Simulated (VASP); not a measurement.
Pd:

```xyz
1
Lattice="-1.5723 1.5723 1.5723 1.5723 -1.5723 1.5723 1.5723 1.5723 -1.5723" Properties=species:S:1:pos:R:3 pbc="T T T"
Pd    0.0000    0.0000    0.0000
```

- Program: VASP 6.6.1
- Task: relaxation of cell and atoms
- Functional: PBE
- Dispersion: D3(BJ)
- Potentials or basis: VASP PAW PBE potentials, release 64 (Pd)
- Cutoff: 600 eV
- k mesh: 12 × 12 × 12
- Occupations: fermi-dirac, width 0.05 eV
- Spin: no spin polarisation

At the start: pressure -8.2 GPa; volume 15.55 Å³/atom.

Problem. Where does the relaxation end?

Solution. Over 4 steps the energy falls by 20.5 meV/atom and the volume is 14.79 Å³/atom (-4.9 %); space group Im-3m (No. 229, to 0.05 Å).

Step by step:
```csv
step,energy change (eV),largest force (eV/Å),pressure (GPa),volume (Å³)
1,0.0000,0.0000,-8.21,15.55
2,0.0229,0.0000,15.46,13.82
3,-0.0205,0.0000,-0.13,14.80
4,-0.0205,0.0000,0.04,14.79
```

Final structure:
```yaml
crystal:
  lattice:
    - [-1.54630, 1.54630, 1.54630]
    - [1.54630, -1.54630, 1.54630]
    - [1.54630, 1.54630, -1.54630]
  atoms:
    - { symbol: Pd, position: [0.00000, 0.00000, 0.00000] }
```

Caveat: pairwise dispersion overbinds metals, which lowers pressure and volume.
